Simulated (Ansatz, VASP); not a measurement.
# Two plane-wave programs on Sb

File INCAR:

```
SYSTEM = Sb
PREC = Accurate
ENCUT = 520
EDIFF = 1E-8
ISMEAR = -1
SIGMA = 0.05
LREAL = .FALSE.
LASPH = .TRUE.
NELM = 80
ALGO = Normal
ISIF = 2
LWAVE = .FALSE.
LCHARG = .FALSE.
GGA = PE
LEFG = .TRUE.
NBANDS = 12
```

Contents of KPOINTS:

```
Automatic mesh
0
G
  9 9 9
  0 0 0
```

POSCAR

```
Sb
1.0
    2.1215346023      1.2248685738      3.6933992025
   -2.1215346023      1.2248685738      3.6933992025
    0.0000000000     -2.4497371474      3.6933992025
Sb
2
Direct
    0.2336400000      0.2336400000      0.2336400000
    0.7663600000      0.7663600000      0.7663600000
```

Input for Ansatz:

```yaml
crystal:
  lattice:
    - [2.1215346023, 1.2248685738, 3.6933992025]
    - [-2.1215346023, 1.2248685738, 3.6933992025]
    - [0.0, -2.4497371474, 3.6933992025]
  atoms:
    - { symbol: Sb, position: [0.23364, 0.23364, 0.23364] }
    - { symbol: Sb, position: [0.76636, 0.76636, 0.76636] }
kpoints:
  mp_grid: { grid: [9, 9, 9] }
scf:
  occupations: { method: fermi_dirac, width: 0.05 }
hamiltonian:
  xc: pbe
  pseudopotentials: { kind: paw }
output:
  forces: true
  stress: true
  eigenvalues: true
  efg: { contact_densities: true }
```

Change from the starting cell: volume scaled by 0.96, PAW files.

Alike in both runs: task electric field gradients; functional PBE; k mesh 9 × 9 × 9; occupations fermi-dirac, width 0.05 eV; no spin polarisation.

|  | VASP | Ansatz |
| --- | --- | --- |
| version | VASP 6.6.1 | Ansatz 0.2.0 |
| potentials or method | VASP PAW PBE potentials, release 64 (Sb) | PAW with Ansatz's default frozen-core files, scalar-relativistic |
| plane-wave cutoff (eV) | 520 | 420 |
| valence electrons in the cell | 10 | 30 |

```csv
,VASP,Ansatz,Ansatz less VASP
pressure (GPa),6.1,6.0,-0.12
"traceless stress, the component that is largest in VASP (GPa)",-0.70,-0.65,+0.051
rms of the force components (eV/Å),0.280,0.249,-0.0315
size of Vzz on the site where it differs most (V/Å²),45.8,50.2,+4.39
```

Atom by atom the forces differ by 0.031 eV/Å (rms over components). VASP's potentials hold 10 valence electrons a cell and Ansatz's 30, so a difference there can come from the potentials and not from the codes.

Spin-orbit coupling is off throughout.
